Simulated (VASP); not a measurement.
Set up this calculation in VASP 6.6.1, as the native input.

```yaml
Task: single point
Functional: PBE
Potentials_or_basis: VASP PAW PBE potentials, release 64 (In_d, Ga_d, O)
Cutoff: 520 eV
k_mesh: 4 × 4 × 6
Occupations: gaussian, width 0.1 eV
Spin: no spin polarisation
Dipole_correction: no
Further_INCAR_settings: ALGO = Normal; EDIFF = 1e-06; NBANDS = 23
```

The structure of InGaO lies in POSCAR:

```
InGaO
1.0
    4.1697775900      0.0000000000      0.0000000000
    0.0000000000      4.1697775900      0.0000000000
    0.0000000000      0.0000000000      3.1464325100
In Ga O
1 1 1
Direct
    0.0000000000      0.0000000000      0.5000000000
    0.5000000000      0.5000000000      0.5000000000
    0.0000000000      0.0000000000      0.0000000000
```

The cell was generated, and may not be a known phase.

One way to write it, as run:

INCAR

```
PREC = Accurate
ENCUT = 520
EDIFF = 1E-6
ISMEAR = 0
SIGMA = 0.1
LREAL = F
LASPH = T
NELM = 100
ALGO = Normal
ISIF = 2
LWAVE = F
LCHARG = T
GGA = PE
LELF = T
LVHAR = T
NBANDS = 23
```

KPOINTS

```
regular mesh
0
Gamma
  4 4 6
```

Potentials or basis: VASP PAW PBE potentials, release 64 (In_d, Ga_d, O).

Command:

```sh
$ cat potpaw_PBE.64/In_d/POTCAR potpaw_PBE.64/Ga_d/POTCAR potpaw_PBE.64/O/POTCAR > POTCAR
$ mpirun -np 1 vasp_std > vasp.out
```

Results of the run:

```
Pressure               : 65.7 GPa
Band gap on the k mesh : zero (bands 16 and 17 overlap by 2.86 eV)
```

Caveat: the k points lie up to 0.38 Å⁻¹ apart, too coarse for converged energies and pressures of a metal; spin-orbit coupling is left out, which moves the levels of the heavy elements.

Run time: 23 s on 1 thread of Intel(R) Xeon(R) Platinum 8259CL CPU @ 2.50GHz (Skylake/Cascade Lake), on a shared host, peak memory 0.18 GiB.
